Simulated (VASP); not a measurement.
Input of a VASP 6.6.1 run:

The input INCAR:

```
SYSTEM = Au
ALGO = Normal ; EDIFF = 1E-7
EDIFFG = -0.005 ; ENCUT = 600
GGA = CA ; IBRION = 2
ISIF = 3 ; ISMEAR = -1
LASPH = .TRUE. ; LCHARG = .FALSE.
LREAL = .FALSE. ; LWAVE = .FALSE.
NELM = 60 ; NSW = 32
PREC = Accurate ; PSTRESS = 1700.0
SIGMA = 0.05
```

KPOINTS

```
k-points
0
G
  19 19 19
  0 0 0
```

POSCAR

```
Au
1.0
   -1.4335760051      1.4335760051      1.4335760051
    1.4335760051     -1.4335760051      1.4335760051
    1.4335760051      1.4335760051     -1.4335760051
Au
1
Direct
    0.0000000000      0.0000000000      0.0000000000
```

Potentials or basis: VASP PAW LDA potentials, release 64 (Au).

Run with:

```console
$ cat potpaw_LDA.64/Au/POTCAR > POTCAR
$ mpirun -np 1 vasp_std > vasp.out
```

Q: Predict the band gap on the k mesh.

A: Zero (an odd number of electrons rules out a gap without spin polarisation).

Q: What does it give for the space group after relaxing (to 0.1 Å)?

A: Im-3m (No. 229).

Step by step:
| step | energy change (eV) | largest force (eV/Å) | pressure (GPa) | volume (Å³) |
| --- | --- | --- | --- | --- |
| 1 | 0.0000 | 0.0000 | 173.01 | 11.78 |
| 2 | -0.3773 | 0.0000 | 144.11 | 12.17 |
| 3 | -0.0404 | 0.0000 | 169.96 | 11.82 |

Caveat: the cell is relaxed towards a set pressure, so the run minimises the enthalpy, not the energy; spin-orbit coupling is left out, which moves the levels of the heavy elements.
